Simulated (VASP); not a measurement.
# TiSnTe3 (R-3m) in VASP: notebook

The runs below take TiSnTe3 through single point, relaxation of cell and atoms, with PBE.

Program: VASP 6.6.1. These are calculated values, not measurements. Logs are shortened: lines on timing, memory, paths and dates and some standing lists are left out, and cuts for length are marked.

### 1 The cell of the first run

It takes space group R-3m (No. 166, trigonal). Conventional cell: a = 7.107 Å, b = 7.107 Å, c = 10.646 Å, α = 90.00°, β = 90.00°, γ = 120.00°. Within 3.6 Å of Ti (site symmetry -3m) lie 6 Te at 2.71 Å. Sn (site symmetry -3m) has 12 Te at 3.55 to 4.10 Å and 6 Ti at 4.47 Å within 4.7 Å. Te (site symmetry 2/m) has 2 Ti at 2.71 Å and 4 Te at 3.55 Å and 2 Sn at 3.55 Å within 3.6 Å.

The cell was generated, and may not be a known phase.

### 2 Single point, PBE

Input file INCAR:

```
PREC = Accurate
ENCUT = 500
EDIFF = 1E-6
ISMEAR = 0
SIGMA = 0.1
LREAL = False
LASPH = True
NELM = 120
ALGO = Normal
ISIF = 2
LWAVE = False
LCHARG = False
GGA = PE
NBANDS = 30
GGA_COMPAT = False
```

Input file KPOINTS:

```
Automatic mesh
0
Gamma
  3 3 3
```

Input file POSCAR:

```
TiSnTe3
1.0
    3.5536406263      2.0516953722      3.5488123874
   -3.5536406263      2.0516953722      3.5488123874
    0.0000000000     -4.1033907443      3.5488123874
Ti Sn Te
1 1 3
Direct
    0.5000000000      0.5000000000      0.5000000000
    0.0000000000      0.0000000000      0.0000000000
    0.5000000000      0.5000000000      0.0000000000
    0.0000000000      0.5000000000      0.5000000000
    0.5000000000      0.0000000000      0.5000000000
```

Potentials or basis: VASP PAW PBE potentials, release 64 (Ti_sv, Sn_d, Te).

Run with:

```bash
cat potpaw_PBE.64/Ti_sv/POTCAR potpaw_PBE.64/Sn_d/POTCAR potpaw_PBE.64/Te/POTCAR > POTCAR
mpirun -np 1 vasp_std > vasp.out
```

OUTCAR:

```text
PREC = Accurate
   ENCUT = 500
   EDIFF = 1E-6
   ISMEAR = 0
   LREAL = False
   LASPH = True
   NELM = 120
   ISIF = 2
   GGA = PE

 ion  position               nearest neighbor table
   1  0.500  0.500  0.500-   3 2.71   3 2.71   5 2.71   4 2.71   5 2.71   4 2.71
   2  0.000  0.000  0.000-   4 3.55   5 3.55   4 3.55   5 3.55   3 3.55   3 3.55
   3  0.500  0.500  0.000-   1 2.71   1 2.71   4 3.55   5 3.55   5 3.55   4 3.55   2 3.55   2 3.55

   4  0.000  0.500  0.500-   1 2.71   1 2.71   3 3.55   2 3.55   2 3.55   3 3.55   5 3.55   5 3.55

   5  0.500  0.000  0.500-   1 2.71   1 2.71   3 3.55   2 3.55   3 3.55   2 3.55   4 3.55   4 3.55

  LATTYP: Found a trigonal (rhomboedric) cell.
 ALAT       =     5.4251161243
 COS(alpha) =     0.1418584493

  Lattice vectors:

 A1 = (   3.5536406263,   2.0516953722,   3.5488123874)
 A2 = (  -3.5536406263,   2.0516953722,   3.5488123874)
 A3 = (   0.0000000000,  -4.1033907443,   3.5488123874)

Analysis of symmetry for initial positions (statically):
=====================================================================
 Subroutine PRICEL returns:
 Original cell was already a primitive cell.

 Routine SETGRP: Setting up the symmetry group for a
 trigonal (rhombohedral) supercell.

 Subroutine GETGRP returns: Found 12 space group operations
 (whereof 12 operations were pure point group operations)
 out of a pool of 12 trial point group operations.

The static configuration has the point symmetry D_3d.

Analysis of symmetry for dynamics (positions and initial velocities):
=====================================================================
 Subroutine PRICEL returns:
 Original cell was already a primitive cell.

 Routine SETGRP: Setting up the symmetry group for a
 trigonal (rhombohedral) supercell.

 Subroutine GETGRP returns: Found 12 space group operations
 (whereof 12 operations were pure point group operations)
 out of a pool of 12 trial point group operations.

The dynamic configuration has the point symmetry D_3d.

 Subroutine INISYM returns: Found 12 space group operations
 (whereof 12 operations are pure point group operations),
 and found     1 'primitive' translations

----------------------------------------------------------------------------------------

                                     Primitive cell

  volume of cell :     155.2461

[... 74 lines left out ...]
   NELM   =    120;   NELMIN=  2; NELMDL= -5     # of ELM steps
   EDIFF  = 0.1E-05   stopping-criterion for ELM
   LREAL  =      F    real-space projection
   EDIFFG = 0.1E-04   stopping-criterion for IOM
   NSW    =      0    number of steps for IOM
   IBRION =     -1    ionic relax: 0-MD 1-quasi-New 2-CG
   NFREE  =      0    steps in history (QN), initial steepest desc. (CG)
   ISIF   =      2    stress and relaxation
   ISYM   =      2    0-nonsym 1-usesym 2-fastsym
   POTIM  = 0.5000    time-step for ionic-motion
   TEBEG  =    0.0;   TEEND  =   0.0 temperature during run
   PSTRESS=    0.0 pullay stress
   NELECT =      44.0000    total number of electrons
   NUPDOWN=      -1.0000    fix difference up-down
   EMIN   =  10.00;   EMAX   =-10.00  energy-range for DOS
   EFERMI =   0.00;   METHOD = LEGACY
   ISMEAR =     0;   SIGMA  =   0.10  broadening in eV -4-tet -1-fermi 0-gaus
   EFERMI_NEDOS =   21; number of points for ismear=-14 and -15
   IALGO  =     38    algorithm
   IMIX   =      4    mixing-type and parameters
     AMIX     =   0.40;   BMIX     =  1.00
     AMIX_MAG =   1.60;   BMIX_MAG =  1.00
  volume/ion in A,a.u.               =      31.05       209.53
  Fermi-wavevector in a.u.,A,eV,Ry     =   1.075356  2.032128 15.733641  1.156390
  Thomas-Fermi vector in A             =   2.211210
   LORBIT       =      0    0 simple, 1 ext, 2 COOP (PROOUT), +10 PAW based schemes
   GGA     = PE    functional components
   LHFCALC =     F    Hartree Fock is set to
   AEXX    =    0.0000 exact exchange contribution
   IVDW    =     0    specifies the selected vdW correction
   LEPSILON=     F    determine dielectric tensor
   LRPA    =     F    only Hartree local field effects (RPA)
 non-spin polarized calculation
 Gauss-broadening in eV      SIGMA  =   0.10
  energy-cutoff  :      500.00
  volume of cell :      155.25
 maximum number of plane-waves:      3953
   NGX = 19   NGY = 19   NGZ = 19

 number of electron      44.0000007 magnetization

 Free energy of the ion-electron system (eV)
  ---------------------------------------------------
  ext. energy  EPLUGINS =         0.00000000
  ---------------------------------------------------
  free energy    TOTEN  =       -21.24663836 eV

  energy without entropy =      -21.19337955  energy(sigma->0) =      -21.22000896

 E-fermi :   6.3140     XC(G=0):  -9.3439

 val. band max:        6.2587722605   @ k =  -0.3333   0.3333   0.3333
 cond. band min:       6.3229463789   @ k =   0.3333   0.3333   0.0000
 fundamental gap:      0.0641741184
 Fermi energy:         6.3139993909

 k-point     1 :       0.0000    0.0000    0.0000
  band No.  band energies     occupation
      1     -51.4812      2.00000
      2     -27.7888      2.00000
      3     -27.7888      2.00000
      4     -27.7272      2.00000
      5     -16.1997      2.00000
      6     -16.1890      2.00000
[... 187 lines left out ...]
     29       9.0799      0.00000
     30       9.3829      0.00000

------------------------ aborting loop because EDIFF is reached ----------------------------------------

  FORCE on cell =-STRESS in cart. coord.  units (eV):
  Direction    XX          YY          ZZ          XY          YZ          ZX
  --------------------------------------------------------------------------------------
  -------------------------------------------------------------------------------------
  Total        0.0394483      0.0394483     -0.1075325      0.0000000     -0.0000000      0.0000000
  in kB        0.4071156      0.4071156     -1.1097610      0.0000000     -0.0000000      0.0000000
  external PRESSURE =      -0.0985099 kB  Pullay stress =       0.0000000 kB

 VOLUME and BASIS-vectors are now :
 -----------------------------------------------------------------------------
  energy-cutoff  :      500.00
  volume of cell :      155.25
      direct lattice vectors                 reciprocal lattice vectors
     3.553640626  2.051695372  3.548812387     0.140700778  0.081233632  0.093928136
    -3.553640626  2.051695372  3.548812387    -0.140700778  0.081233632  0.093928136
     0.000000000 -4.103390744  3.548812387     0.000000000 -0.162467264  0.093928136

 POSITION                                       TOTAL-FORCE (eV/Angst)
 -----------------------------------------------------------------------------------
      0.00000      0.00000      5.32322         0.000000      0.000000     -0.000000
      0.00000      0.00000      0.00000         0.000000     -0.000000     -0.000000
      0.00000      2.05170      3.54881         0.000000     -0.000000     -0.000000
     -1.77682     -1.02585      3.54881        -0.000000     -0.000000     -0.000000
      1.77682     -1.02585      3.54881        -0.000000     -0.000000      0.000000
 -----------------------------------------------------------------------------------
    total drift:                               -0.000000      0.000000     -0.000000

  FREE ENERGIE OF THE ION-ELECTRON SYSTEM (eV)
  ---------------------------------------------------
  free  energy   TOTEN  =       -21.2466383614 eV

  energy  without entropy=      -21.1933795537  energy(sigma->0) =      -21.22000896
```

OSZICAR:

```text
N       E                     dE             d eps       ncg     rms          rms(c)
DAV:   1     0.408474613307E+03    0.40847E+03   -0.19275E+04   360   0.148E+03
DAV:   2     0.302016465627E+02   -0.37827E+03   -0.36671E+03   368   0.417E+02
DAV:   3    -0.198051780967E+02   -0.50007E+02   -0.47649E+02   540   0.137E+02
DAV:   4    -0.237315413189E+02   -0.39264E+01   -0.38466E+01   488   0.331E+01
DAV:   5    -0.239592602270E+02   -0.22772E+00   -0.22757E+00   504   0.611E+00    0.126E+01
DAV:   6    -0.273705472945E+02   -0.34113E+01   -0.33667E+01   482   0.303E+01    0.258E+01
DAV:   7    -0.217101274381E+02    0.56604E+01   -0.61320E+01   450   0.356E+01    0.756E+00
DAV:   8    -0.213435389916E+02    0.36659E+00   -0.16781E+00   380   0.627E+00    0.321E+00
DAV:   9    -0.212499734484E+02    0.93566E-01   -0.32569E-01   464   0.334E+00    0.132E+00
DAV:  10    -0.212478440238E+02    0.21294E-02   -0.37342E-02   522   0.103E+00    0.591E-01
DAV:  11    -0.212469784083E+02    0.86562E-03   -0.48503E-03   472   0.381E-01    0.318E-01
DAV:  12    -0.212466870634E+02    0.29134E-03   -0.19872E-03   452   0.281E-01    0.106E-01
DAV:  13    -0.212467019500E+02   -0.14887E-04   -0.45508E-04   398   0.134E-01    0.687E-02
DAV:  14    -0.212466389545E+02    0.62995E-04   -0.91989E-05   394   0.676E-02    0.146E-02
DAV:  15    -0.212466383614E+02    0.59316E-06   -0.80060E-06   428   0.141E-02
   1 F= -.21246638E+02 E0= -.21220009E+02  d E =-.532588E-01
```

stdout:

```text
POSCAR found type information on POSCAR TiSnTe
 POSCAR found :  3 types and       5 ions
 scaLAPACK will be used
 LDA part: xc-table for (Slater+PW92), standard interpolation
 POSCAR, INCAR and KPOINTS ok, starting setup
 FFT: planning ... GRIDC
 FFT: planning ... GRID_SOFT
 FFT: planning ... GRID
 WAVECAR not read
 entering main loop
```

Run time: 18 s. Hardware: 1 thread of AMD EPYC 9R45 (Zen 5), shared host; peak memory 0.21 GiB.

What came out:

```
Free energy            : -21.2466 eV
Pressure               : 0.0 GPa
Band gap on the k mesh : zero (bands 22 and 23 overlap by 0.53 eV)
```

Stress tensor (GPa, compression positive):
```
 0.04  0.00  0.00
 0.00  0.04  0.00
 0.00  0.00 -0.11
```

Caveat: the k points lie up to 0.39 Å⁻¹ apart, too coarse for converged energies and pressures of a metal; spin-orbit coupling is left out, which moves the levels of the heavy elements.

### 3 Single point, PBE

This run uses another cell than the first one, of 34.84 Å³/atom.

Input file INCAR:

```
SYSTEM = TiSnTe3
ALGO = Normal
EDIFF = 1E-6
ENCUT = 500
GGA = PE
GGA_COMPAT = .False.
ISIF = 2
ISMEAR = 0
LASPH = .True.
LCHARG = .True.
LELF = .True.
LREAL = .False.
LVHAR = .True.
LWAVE = .False.
NBANDS = 30
NELM = 120
PREC = Accurate
SIGMA = 0.1
```

Input file KPOINTS:

```
k-points
0
Gamma
  3 3 3
  0 0 0
```

POSCAR: that of step 2 with these lines changed.

```diff
@@ -2,5 +2,5 @@
 1.0
-    3.5536406263      2.0516953722      3.5488123874
-   -3.5536406263      2.0516953722      3.5488123874
-    0.0000000000     -4.1033907443      3.5488123874
+    3.5607075600      2.0557754700      3.9658846700
+   -3.5607075600      2.0557754700      3.9658846700
+    0.0000000000     -4.1115509400      3.9658846700
 Ti Sn Te
```

Potentials or basis: VASP PAW PBE potentials, release 64 (Ti_sv, Sn_d, Te).

Run with:

```bash
cat potpaw_PBE.64/Ti_sv/POTCAR potpaw_PBE.64/Sn_d/POTCAR potpaw_PBE.64/Te/POTCAR > POTCAR
mpirun -np 1 vasp_std > vasp.out
```

Wall time 25 s (1 thread of AMD EPYC 9R45 (Zen 5), shared host); peak memory 0.23 GiB.

Results (log left out):

| Property | Result |
| --- | --- |
| Free energy | -20.8813 eV |
| Pressure | -4.3 GPa |
| Band gap on the k mesh | zero (bands 22 and 23 overlap by 0.30 eV) |

Stress tensor (GPa, compression positive):
```
-3.67  0.00  0.00
 0.00 -3.67  0.00
 0.00  0.00 -5.55
```

Levels at points of the mesh, in eV from the Fermi level:
```csv
k point,band 18,band 19,band 20,band 21,band 22,band 23,band 24,band 25,band 26,band 27
"(0.00, 0.00, 0.00)",-2.19,-2.00,-0.43,-0.40,-0.40,-0.27,0.13,0.13,0.34,0.35
```

Caveat: the k points lie up to 0.38 Å⁻¹ apart; spin-orbit coupling is left out, which moves the levels of the heavy elements.

### 4 Relaxation of cell and atoms, PBE

This run uses another cell than the first one, of 34.84 Å³/atom.

Input file INCAR:

```
SYSTEM = TiSnTe3
PREC = Accurate
ENCUT = 500
EDIFF = 1E-7
ISMEAR = 0
SIGMA = 0.1
LREAL = .False.
LASPH = .True.
NELM = 120
ALGO = Normal
ISIF = 3
LWAVE = .False.
LCHARG = .False.
GGA = PE
IBRION = 2
NSW = 90
EDIFFG = -0.04
GGA_COMPAT = .False.
NELMIN = 4
```

Input file KPOINTS:

```
Automatic mesh
0
Gamma
  3 3 3
  0 0 0
```

POSCAR is that of step 3.

Run with:

```bash
cat potpaw_PBE.64/Ti_sv/POTCAR potpaw_PBE.64/Sn_d/POTCAR potpaw_PBE.64/Te/POTCAR > POTCAR
mpirun -np 1 vasp_std > vasp.out
```

It took 2.3 min on 1 thread of AMD EPYC 9R45 (Zen 5), shared host; peak memory 0.25 GiB.

Results (log left out):

```
Free energy                           : -21.2480 eV
Relaxed volume                        : 31.25 Å³/atom
Relaxed cell                          : a = 5.408 Å, b = 5.408 Å, c = 5.408 Å, α = 84.68°, β = 84.68°, γ = 84.68°
Space group after relaxing (to 0.1 Å) : R-3m (No. 166)
Energy gained by relaxing             : 73.3 meV/atom
Ionic steps                           : 8
Pressure after relaxing               : 0.1 GPa
Band gap on the k mesh                : zero (bands 22 and 23 overlap by 0.38 eV)
```

Stress tensor (GPa, compression positive):
```
-0.01  0.00  0.00
 0.00 -0.01  0.00
 0.00  0.00  0.16
```

Step by step:
| step | energy change (eV) | largest force (eV/Å) | pressure (GPa) | volume (Å³) |
| --- | --- | --- | --- | --- |
| 1 | 0.0000 | 0.0000 | -4.28 | 174.18 |
| 2 | -0.3214 | 0.0000 | 0.71 | 151.74 |
| 3 | -0.3244 | 0.0000 | 0.17 | 153.48 |
| 4 | -0.3378 | 0.0000 | 0.16 | 153.64 |
| 5 | -0.3613 | 0.0000 | 0.23 | 153.98 |
| 6 | -0.3625 | 0.0000 | 0.71 | 154.04 |
| 7 | -0.3525 | 0.0000 | -1.05 | 160.31 |
| 8 | -0.3667 | 0.0000 | 0.05 | 156.25 |

Final structure:
```cif
data_structure
_symmetry_space_group_name_H-M 'P 1'
_symmetry_Int_Tables_number 1
_cell_length_a 5.4080
_cell_length_b 5.4080
_cell_length_c 5.4080
_cell_angle_alpha 84.685
_cell_angle_beta 84.685
_cell_angle_gamma 84.685
_cell_volume 156.25
loop_
_atom_site_label
_atom_site_type_symbol
_atom_site_fract_x
_atom_site_fract_y
_atom_site_fract_z
_atom_site_occupancy
Ti1 Ti 0.50000 0.50000 0.50000 1
Sn1 Sn 0.00000 0.00000 0.00000 1
Te1 Te 0.50000 0.50000 0.00000 1
Te2 Te 0.00000 0.50000 0.50000 1
Te3 Te 0.50000 0.00000 0.50000 1
```

Levels at points of the mesh, in eV from the Fermi level:
```tsv
k point	band 18	band 19	band 20	band 21	band 22	band 23	band 24	band 25
(0.00, 0.00, 0.00)	-1.67	-1.20	-0.58	-0.31	-0.31	-0.31	-0.23	-0.23
```

Caveat: the k points lie up to 0.39 Å⁻¹ apart in the final cell; spin-orbit coupling is left out, which moves the levels of the heavy elements.

### 5 Single point, PBE, collinear spin

Input file INCAR:

```
SYSTEM = TiSnTe3
ALGO     = Normal         ! electronic algorithm
EDIFF    = 1E-6           ! SCF threshold, eV
ENCUT    = 500            ! plane-wave cutoff, eV
GGA      = PE             ! functional
GGA_COMPAT= .FALSE.      
ISIF     = 2              ! what is computed and relaxed
ISMEAR   = 0              ! smearing method
ISPIN    = 2              ! spin polarisation
LASPH    = .TRUE.         ! aspherical terms in the spheres
LCHARG   = .FALSE.        ! write CHGCAR
LMAXMIX  = 4              ! l up to which the mixer works
LORBIT   = 11             ! projections on sites
LREAL    = .FALSE.        ! projectors in reciprocal space
LWAVE    = .FALSE.        ! write WAVECAR
MAGMOM   = 1 0 0 0 0      ! initial moments
NBANDS   = 34             ! bands
NELM     = 200            ! most SCF steps
PREC     = Accurate       ! precision mode
SIGMA    = 0.1            ! smearing width, eV
```

Input file KPOINTS:

```
k-points
0
G
  3 3 3
  0 0 0
```

POSCAR: that of step 4 with these lines changed.

```diff
@@ -2,5 +2,5 @@
 1.0
-    3.5607075600      2.0557754700      3.9658846700
-   -3.5607075600      2.0557754700      3.9658846700
-    0.0000000000     -4.1115509400      3.9658846700
+    3.5536406263      2.0516953722      3.5488123874
+   -3.5536406263      2.0516953722      3.5488123874
+    0.0000000000     -4.1033907443      3.5488123874
 Ti Sn Te
```

Run with:

```bash
cat potpaw_PBE.64/Ti_sv/POTCAR potpaw_PBE.64/Sn_d/POTCAR potpaw_PBE.64/Te/POTCAR > POTCAR
mpirun -np 1 vasp_std > vasp.out
```

Run time: 39 s. Hardware: 1 thread of AMD EPYC 9R45 (Zen 5), shared host; peak memory 0.27 GiB.

Results (log left out):

| Property | Result |
| --- | --- |
| Free energy | -21.2466 eV |
| Pressure | 0.0 GPa |
| Band gap on the k mesh | zero (filled and empty bands overlap) |
| Net moment | -0.02 μB per cell |
| Valence electrons inside the program's atomic spheres | Ti 10.22; Sn 11.91; Te 3.39 |

Stress tensor (GPa, compression positive):
```
 0.07  0.00  0.00
 0.00  0.07  0.00
 0.00  0.00 -0.08
```

Levels at points of the mesh, in eV from the Fermi level:
Spin up:
```csv
k point,band 18,band 19,band 20,band 21,band 22,band 23,band 24,band 25,band 26,band 27
"(0.00, 0.00, 0.00)",-2.04,-1.55,-0.48,-0.44,-0.44,-0.44,-0.08,-0.08,0.66,0.66
```
Spin down:
| k point | band 19 | band 20 | band 21 | band 22 | band 23 | band 24 | band 25 | band 26 |
| --- | --- | --- | --- | --- | --- | --- | --- | --- |
| (0.00, 0.00, 0.00) | -1.55 | -0.48 | -0.45 | -0.45 | -0.45 | -0.08 | -0.08 | 0.65 |

Caveat: the k points lie up to 0.39 Å⁻¹ apart, too coarse for converged energies and pressures of a metal; spin-orbit coupling is left out, which moves the levels of the heavy elements.

(Part 1 of 2 ends here.)

The gap in the log of VASP goes by the Fermi energy; the results here count the filled bands.